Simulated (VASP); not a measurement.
# Se (P6/mmm) in VASP: a series of runs, part 2 of 2

VASP 6.6.1.

**3. Single point, PBE**

This run uses another cell than the first one, of 21.25 Å³/atom, 0.893 times its volume.

Contents of INCAR:

```
SYSTEM = Se
  PREC = Accurate
  ENCUT = 520
  EDIFF = 1E-7
  ISMEAR = -1
  SIGMA = 0.1
  LREAL = .FALSE.
  LASPH = .TRUE.
  NELM = 80
  ALGO = Normal
  ISIF = 2
  LWAVE = .FALSE.
  LCHARG = .FALSE.
  GGA = PE
  NBANDS = 16
```

Contents of KPOINTS:

```
regular mesh
0
G
  10 10 12
  0 0 0
```

Contents of POSCAR:

```
Se
1.0
    4.6990280108      0.0000000000      0.0000000000
   -2.3495140054      4.0694776305      0.0000000000
    0.0000000000      0.0000000000      3.3338196200
Se
3
Direct
    0.0000000000      0.0000000000      0.0000000000
    0.3333333333      0.6666666667      0.5000000000
    0.6666666667      0.3333333333      0.5000000000
```

Potentials or basis: VASP PAW PBE potentials, release 64 (Se).

Run with:

```
cat potpaw_PBE.64/Se/POTCAR > POTCAR
mpirun -np 1 vasp_std > vasp.out
```

OUTCAR:

```text
SYSTEM = Se
   PREC = Accurate
   ENCUT = 520
   EDIFF = 1E-7
   ISMEAR = -1
   LREAL = .FALSE.
   LASPH = .TRUE.
   NELM = 80
   ISIF = 2
   GGA = PE

 ion  position               nearest neighbor table
   1  0.000  0.000  0.000-
   2  0.333  0.667  0.500-   3 2.71   3 2.71   3 2.71
   3  0.667  0.333  0.500-   2 2.71   2 2.71   2 2.71

  LATTYP: Found a hexagonal cell.
 ALAT       =     4.6990280108
 C/A-ratio  =     0.7094700462

  Lattice vectors:

 A1 = (   4.6990280108,   0.0000000000,   0.0000000000)
 A2 = (  -2.3495140054,   4.0694776305,   0.0000000000)
 A3 = (   0.0000000000,   0.0000000000,   3.3338196200)

Analysis of symmetry for initial positions (statically):
=====================================================================
 Subroutine PRICEL returns:
 Original cell was already a primitive cell.

 Routine SETGRP: Setting up the symmetry group for a
 hexagonal supercell.

 Subroutine GETGRP returns: Found 24 space group operations
 (whereof 24 operations were pure point group operations)
 out of a pool of 24 trial point group operations.

The static configuration has the point symmetry D_6h.

Analysis of symmetry for dynamics (positions and initial velocities):
=====================================================================
 Subroutine PRICEL returns:
 Original cell was already a primitive cell.

 Routine SETGRP: Setting up the symmetry group for a
 hexagonal supercell.

 Subroutine GETGRP returns: Found 24 space group operations
 (whereof 24 operations were pure point group operations)
 out of a pool of 24 trial point group operations.

The dynamic configuration has the point symmetry D_6h.

 Subroutine INISYM returns: Found 24 space group operations
 (whereof 24 operations are pure point group operations),
 and found     1 'primitive' translations

----------------------------------------------------------------------------------------

                                     Primitive cell

  volume of cell :      63.7513

  direct lattice vectors                    reciprocal lattice vectors
     4.699028011  0.000000000  0.000000000     0.212809968  0.122865892  0.000000000
    -2.349514005  4.069477630  0.000000000     0.000000000  0.245731784  0.000000000
     0.000000000  0.000000000  3.333819620     0.000000000  0.000000000  0.299956241

  length of vectors
     4.699028011  4.699028011  3.333819620     0.245731784  0.245731784  0.299956241

  position of ions in fractional coordinates (direct lattice)
     0.000000000  0.000000000  0.000000000
     0.333333333  0.666666667  0.500000000
     0.666666667  0.333333333  0.500000000

  ion indices of the primitive-cell ions
   primitive index   ion index
                 1           1
                 2           2
                 3           3

----------------------------------------------------------------------------------------

 KPOINTS: regular mesh

Automatic generation of k-mesh.
 Grid dimensions read from file:
 generate k-points for:   10   10   12

 Generating k-lattice:

  Cartesian coordinates                     Fractional coordinates (reciprocal lattice)
     0.021280997  0.012286589  0.000000000     0.100000000  0.000000000  0.000000000
     0.000000000  0.024573178  0.000000000     0.000000000  0.100000000  0.000000000
     0.000000000  0.000000000  0.024996353     0.000000000  0.000000000  0.083333333

  Length of vectors
     0.024573178  0.024573178  0.024996353

  Shift w.r.t. Gamma in fractional coordinates (k-lattice)
     0.000000000  0.000000000  0.000000000

 Subroutine IBZKPT returns following result:
 ===========================================

 Found     98 irreducible k-points:

 Following reciprocal coordinates:
            Coordinates               Weight
  0.000000  0.000000  0.000000      1.000000
  0.100000 -0.000000  0.000000      6.000000
  0.200000 -0.000000  0.000000      6.000000
  0.300000 -0.000000  0.000000      6.000000
  0.400000 -0.000000  0.000000      6.000000
  0.500000 -0.000000  0.000000      3.000000
[... 16 lines left out ...]
  0.300000  0.100000  0.083333     24.000000
  0.400000  0.100000  0.083333     24.000000
 [... further k-points ...]
   k-points           NKPTS =     98   k-points in BZ     NKDIM =     98   number of bands    NBANDS=     16
   number of dos      NEDOS =    301   number of ions     NIONS =      3
   total plane-waves  NPLWV =  36288
   dimension x,y,z NGX =    36 NGY =   36 NGZ =   28
   dimension x,y,z NGXF=    72 NGYF=   72 NGZF=   56
   ions per type =               3
   NGX,Y,Z   is equivalent  to a cutoff of  12.74, 12.74, 13.96 a.u.
   NGXF,Y,Z  is equivalent  to a cutoff of  25.47, 25.47, 27.93 a.u.
 SYSTEM =  Se
   PREC   = accura    normal or accurate (medium, high low for compatibility)
   ISTART =      0    job   : 0-new  1-cont  2-samecut
   ICHARG =      2    charge: 1-file 2-atom 10-const
   ISPIN  =      1    spin polarized calculation?
   LNONCOLLINEAR =      F non collinear calculations
   LSORBIT =      F    spin-orbit coupling
   LASPH  =      T    aspherical Exc in radial PAW
   ENCUT  =  520.0 eV  38.22 Ry    6.18 a.u.   8.74  8.74  6.20*2*pi/ulx,y,z
   NELM   =     80;   NELMIN=  2; NELMDL= -5     # of ELM steps
   EDIFF  = 0.1E-06   stopping-criterion for ELM
   LREAL  =      F    real-space projection
   EDIFFG = 0.1E-05   stopping-criterion for IOM
   NSW    =      0    number of steps for IOM
   IBRION =     -1    ionic relax: 0-MD 1-quasi-New 2-CG
   NFREE  =      0    steps in history (QN), initial steepest desc. (CG)
   ISIF   =      2    stress and relaxation
   ISYM   =      2    0-nonsym 1-usesym 2-fastsym
   POTIM  = 0.5000    time-step for ionic-motion
   TEBEG  =    0.0;   TEEND  =   0.0 temperature during run
   PSTRESS=    0.0 pullay stress
   NELECT =      18.0000    total number of electrons
   NUPDOWN=      -1.0000    fix difference up-down
   EMIN   =  10.00;   EMAX   =-10.00  energy-range for DOS
   EFERMI =   0.00;   METHOD = LEGACY
   ISMEAR =    -1;   SIGMA  =   0.10  broadening in eV -4-tet -1-fermi 0-gaus
   EFERMI_NEDOS =   21; number of points for ismear=-14 and -15
   IALGO  =     38    algorithm
   IMIX   =      4    mixing-type and parameters
     AMIX     =   0.40;   BMIX     =  1.00
     AMIX_MAG =   1.60;   BMIX_MAG =  1.00
  volume/ion in A,a.u.               =      21.25       143.40
  Fermi-wavevector in a.u.,A,eV,Ry     =   1.073996  2.029558 15.693882  1.153468
  Thomas-Fermi vector in A             =   2.209812
   LORBIT       =      0    0 simple, 1 ext, 2 COOP (PROOUT), +10 PAW based schemes
   GGA     = PE    functional components
   LHFCALC =     F    Hartree Fock is set to
   AEXX    =    0.0000 exact exchange contribution
   IVDW    =     0    specifies the selected vdW correction
   LEPSILON=     F    determine dielectric tensor
   LRPA    =     F    only Hartree local field effects (RPA)
 non-spin polarized calculation
  energy-cutoff  :      520.00
  volume of cell :       63.75
 maximum number of plane-waves:      1748
 NGX is ok and might be reduce to    36
   NGX = 17   NGY = 17   NGZ = 13

 number of electron      17.9999995 magnetization

 Free energy of the ion-electron system (eV)
  ---------------------------------------------------
  ext. energy  EPLUGINS =         0.00000000
  ---------------------------------------------------
  free energy    TOTEN  =        -8.72629101 eV

  energy without entropy =       -8.65275150  energy(sigma->0) =       -8.68952125

 E-fermi :   5.0323     XC(G=0): -10.3534

 val. band max:        5.0302440386   @ k =   0.2000   0.2000   0.1667
 cond. band min:       5.0452183156   @ k =   0.2000   0.2000   0.5000
 fundamental gap:      0.0149742771
 Fermi energy:         5.0323428218

 k-point     1 :       0.0000    0.0000    0.0000
  band No.  band energies     occupation
      1     -11.0094      2.00000
      2      -6.6764      2.00000
      3      -6.2133      2.00000
      4       0.0514      2.00000
      5       0.0514      2.00000
      6       1.1104      2.00000
[... 8 lines left out ...]
     15      16.2231      0.00000
     16      16.2279      0.00000
[... 419 lines left out ...]
 k-point    24 :       0.4000    0.1000    0.0833
  band No.  band energies     occupation
      1      -9.4791      2.00000
      2      -8.6552      2.00000
      3      -7.2789      2.00000
      4      -1.1293      2.00000
      5       1.7369      2.00000
      6       2.9955      2.00000
[... 8 lines left out ...]
     15      13.4394      0.00000
     16      14.3183      0.00000

 [... further k-points ...]

------------------------ aborting loop because EDIFF is reached ----------------------------------------

  FORCE on cell =-STRESS in cart. coord.  units (eV):
  Direction    XX          YY          ZZ          XY          YZ          ZX
  --------------------------------------------------------------------------------------
  -------------------------------------------------------------------------------------
  Total       -0.1808585     -0.1808585      0.3239485      0.0000000      0.0000000      0.0000000
  in kB       -4.5452801     -4.5452801      8.1413754      0.0000000      0.0000000      0.0000000
  external PRESSURE =      -0.3163949 kB  Pullay stress =       0.0000000 kB

 VOLUME and BASIS-vectors are now :
 -----------------------------------------------------------------------------
  energy-cutoff  :      520.00
  volume of cell :       63.75
      direct lattice vectors                 reciprocal lattice vectors
     4.699028011  0.000000000  0.000000000     0.212809968  0.122865892  0.000000000
    -2.349514005  4.069477630  0.000000000     0.000000000  0.245731784  0.000000000
     0.000000000  0.000000000  3.333819620     0.000000000  0.000000000  0.299956241

 POSITION                                       TOTAL-FORCE (eV/Angst)
 -----------------------------------------------------------------------------------
      0.00000      0.00000      0.00000        -0.000000      0.000000     -0.000000
     -0.00000      2.71299      1.66691        -0.000000     -0.000000      0.000000
      2.34951      1.35649      1.66691         0.000000     -0.000000     -0.000000
 -----------------------------------------------------------------------------------
    total drift:                                0.000000      0.000000     -0.000000

  FREE ENERGIE OF THE ION-ELECTRON SYSTEM (eV)
  ---------------------------------------------------
  free  energy   TOTEN  =        -8.7262910065 eV

  energy  without entropy=       -8.6527514951  energy(sigma->0) =       -8.68952125
```

stdout:

```text
POSCAR found type information on POSCAR Se
 POSCAR found :  1 types and       3 ions
 scaLAPACK will be used
 LDA part: xc-table for (Slater+PW92), standard interpolation
 POSCAR, INCAR and KPOINTS ok, starting setup
 FFT: planning ... GRIDC
 FFT: planning ... GRID_SOFT
 FFT: planning ... GRID
 WAVECAR not read
 entering main loop
```

Run time: 2 min. Hardware: 1 thread of AMD EPYC 7R43 (Zen 3), shared host; peak memory 0.19 GiB.

What came out:

```
Free energy            : -8.7263 eV
Pressure               : 0.0 GPa
Band gap on the k mesh : zero (band 9 reaches 6.70 eV, above the bottom of band 10 at 3.41 eV)
```

**4. Relaxation of cell and atoms, PBE**

This run uses another cell than the first one, of 21.81 Å³/atom, 0.916 times its volume.

Contents of INCAR:

```
ALGO = Normal
EDIFF = 1E-7
EDIFFG = -0.01
ENCUT = 600
GGA = PE
IBRION = 2
ISIF = 3
ISMEAR = -1
LASPH = True
LCHARG = False
LREAL = False
LWAVE = False
NELM = 100
NSW = 80
PREC = Accurate
SIGMA = 0.1
```

Contents of KPOINTS:

```
k-points
0
Gamma
  7 7 10
```

Contents of POSCAR:

```
Se
1.0
    4.9764452362      0.0000000000      0.0000000000
   -2.4882226181      4.3097279951      0.0000000000
    0.0000000000      0.0000000000      3.0505609298
Se
3
Direct
    0.0000000000      0.0000000000      0.0000000000
    0.3333333333      0.6666666667      0.5000000000
    0.6666666667      0.3333333333      0.5000000000
```

Potentials or basis: VASP PAW PBE potentials, release 64 (Se).

Run with:

```
cat potpaw_PBE.64/Se/POTCAR > POTCAR
mpirun -np 1 vasp_std > vasp.out
```

OUTCAR:

```text
EDIFF = 1E-7
   EDIFFG = -0.01
   ENCUT = 600
   GGA = PE
   IBRION = 2
   ISIF = 3
   ISMEAR = -1
   LASPH = True
   LREAL = False
   NELM = 100
   NSW = 80
   PREC = Accurate

 ion  position               nearest neighbor table
   1  0.000  0.000  0.000-
   2  0.333  0.667  0.500-
   3  0.667  0.333  0.500-

  LATTYP: Found a hexagonal cell.
 ALAT       =     4.9764452362
 C/A-ratio  =     0.6130000000

  Lattice vectors:

 A1 = (   4.9764452362,   0.0000000000,   0.0000000000)
 A2 = (  -2.4882226181,   4.3097279951,   0.0000000000)
 A3 = (   0.0000000000,   0.0000000000,   3.0505609298)

Analysis of symmetry for initial positions (statically):
=====================================================================
 Subroutine PRICEL returns:
 Original cell was already a primitive cell.

 Routine SETGRP: Setting up the symmetry group for a
 hexagonal supercell.
[... 675 lines left out ...]

 number of electron      18.0000000 magnetization

------------------------ aborting loop because EDIFF is reached ----------------------------------------
[... 69 lines left out ...]
--------------------------------------- Ionic step       25  -------------------------------------------

 number of electron      18.0000001 magnetization

 Free energy of the ion-electron system (eV)
  ---------------------------------------------------
  ext. energy  EPLUGINS =         0.00000000
  ---------------------------------------------------
  free energy    TOTEN  =        -8.73110229 eV

  energy without entropy =       -8.66101564  energy(sigma->0) =       -8.69605896

 E-fermi :   4.9689     XC(G=0): -10.3496

 val. band max:        4.9685576605   @ k =   0.4286  -0.0000   0.0000
 cond. band min:       4.9836342172   @ k =   0.2857  -0.0000   0.3000
 fundamental gap:      0.0150765567
 Fermi energy:         4.9688714586

 k-point     1 :       0.0000    0.0000    0.0000
  band No.  band energies     occupation
      1     -11.0127      2.00000
      2      -6.6766      2.00000
      3      -6.2075      2.00000
      4       0.0515      2.00000
      5       0.0515      2.00000
      6       1.1142      2.00000
      7       1.1142      2.00000
      8       2.7968      2.00000
      9       6.6789      0.00000
     10       6.8264      0.00000
     11       8.1640      0.00000
     12       8.1640      0.00000
     13       9.5752      0.00000
[... 398 lines left out ...]
  FREE ENERGIE OF THE ION-ELECTRON SYSTEM (eV)
  ---------------------------------------------------
  free  energy   TOTEN  =        -8.7311022858 eV

  energy  without entropy=       -8.6610156373  energy(sigma->0) =       -8.69605896

 reached required accuracy - stopping structural energy minimisation
```

OSZICAR:

```text
N       E                     dE             d eps       ncg     rms          rms(c)
DAV:   1     0.826799390243E+02    0.82680E+02   -0.84143E+03  1248   0.135E+03
[... 212 lines left out ...]
       N       E                     dE             d eps       ncg     rms          rms(c)
DAV:   1    -0.873131171206E+01   -0.29459E-03   -0.20047E-02  1253   0.868E-01    0.839E-02
DAV:   2    -0.873116517088E+01    0.14654E-03   -0.47199E-04  1378   0.154E-01    0.395E-02
DAV:   3    -0.873110429903E+01    0.60872E-04   -0.94015E-05  1398   0.622E-02    0.117E-02
DAV:   4    -0.873110203132E+01    0.22677E-05   -0.13562E-05  1423   0.254E-02    0.637E-03
DAV:   5    -0.873110225262E+01   -0.22129E-06   -0.11129E-06  1328   0.730E-03    0.316E-03
DAV:   6    -0.873110228584E+01   -0.33221E-07   -0.10211E-07   719   0.261E-03
  25 F= -.87311023E+01 E0= -.86960590E+01  d E =-.189564E-03
```

CONTCAR:

```text
Se
   1.00000000000000
     4.6962609876955517   -0.0000000000000001   -0.0000000000000000
    -2.3481304938477758    4.0670813181534431    0.0000000000000005
     0.0000000000000000   -0.0000000000000012    3.3397403070283995
  Se
     3
Direct
     0.0000000000000000    1.0000000000000000    0.0000000000000000
     0.3333333332999970    0.6666666667000030    0.5000000000000000
     0.6666666667000030    0.3333333332999970    0.5000000000000000

  0.00000000E+00  0.00000000E+00  0.00000000E+00
  0.00000000E+00  0.00000000E+00  0.00000000E+00
  0.00000000E+00  0.00000000E+00  0.00000000E+00
```

It took 8 min on 1 thread of AMD EPYC 7R43 (Zen 3), shared host; peak memory 0.19 GiB.

Results:

| Item | Value |
| --- | --- |
| Free energy | -8.7311 eV |
| Relaxed volume | 21.26 Å³/atom |
| Relaxed cell | a = 4.696 Å, b = 4.696 Å, c = 3.340 Å, α = 90.00°, β = 90.00°, γ = 120.00° |
| Space group after relaxing (to 0.05 Å) | P6/mmm (No. 191) |
| Energy gained by relaxing | 27.4 meV/atom |
| Ionic steps | 25 |
| Pressure after relaxing | 0.0 GPa |
| Band gap on the k mesh | zero (band 9 reaches 6.68 eV, above the bottom of band 10 at 3.40 eV) |

Step by step:
```tsv
step	energy change (eV)	largest force (eV/Å)	pressure (GPa)	volume (Å³)
1	0.0000	0.0000	-3.19	65.43
2	-0.0329	0.0000	0.86	61.39
3	-0.0348	0.0000	0.02	62.11
4	-0.0347	0.0000	-0.05	62.18
5	-0.0351	0.0000	-0.05	62.17
6	-0.0370	0.0000	-0.02	62.16
7	-0.0432	0.0000	0.09	62.11
8	-0.0586	0.0000	0.49	61.99
9	-0.0695	0.0000	2.06	61.62
10	-0.0704	0.0000	1.77	61.69
11	-0.0705	0.0000	1.77	61.70
12	-0.0707	0.0000	1.79	61.71
13	-0.0710	0.0000	1.81	61.73
14	-0.0714	0.0000	1.85	61.78
15	-0.0717	0.0000	1.96	61.87
16	-0.0723	0.0000	1.90	61.93
17	-0.0740	0.0000	1.72	62.10
18	-0.0770	0.0000	1.37	62.45
19	-0.0808	0.0000	0.70	63.15
20	-0.0807	0.0000	-0.52	64.57
21	-0.0820	0.0000	0.08	63.86
22	-0.0820	0.0000	0.11	63.82
23	-0.0820	0.0000	0.10	63.81
24	-0.0821	0.0000	0.08	63.81
25	-0.0822	0.0000	0.03	63.79
```

Final structure:
```
CELL_PARAMETERS angstrom
4.69626 0.00000 0.00000
-2.34813 4.06708 0.00000
0.00000 0.00000 3.33974
ATOMIC_POSITIONS crystal
Se 0.00000 0.00000 0.00000
Se 0.33333 0.66667 0.50000
Se 0.66667 0.33333 0.50000
```

**5. Summary**

| task | cell | k mesh | cutoff (eV) | gap on the mesh (eV) | pressure (GPa) |
| --- | --- | --- | --- | --- | --- |
| single point | a = 4.880, b = 4.880, c = 3.462 Å, angles 90.0, 90.0, 120.0°, 3 atoms | 9 × 9 × 11 | 520 | none | -5.8 |
| single point | a = 4.699, b = 4.699, c = 3.334 Å, angles 90.0, 90.0, 120.0°, 3 atoms | 10 × 10 × 12 | 520 | none | 0.0 |
| relaxation of cell and atoms | relaxed from a = 4.976, b = 4.976, c = 3.051 Å, angles 90.0, 90.0, 120.0°, 3 atoms | 7 × 7 × 10 | 600 | none | 0.0 |

Alike in all rows: level PBE; potentials or basis VASP PAW PBE potentials, release 64 (Se); no spin polarisation; smearing fermi-dirac 0.1 eV.

Total energies depend on the potentials used, so only differences within one code and one set of settings carry meaning.
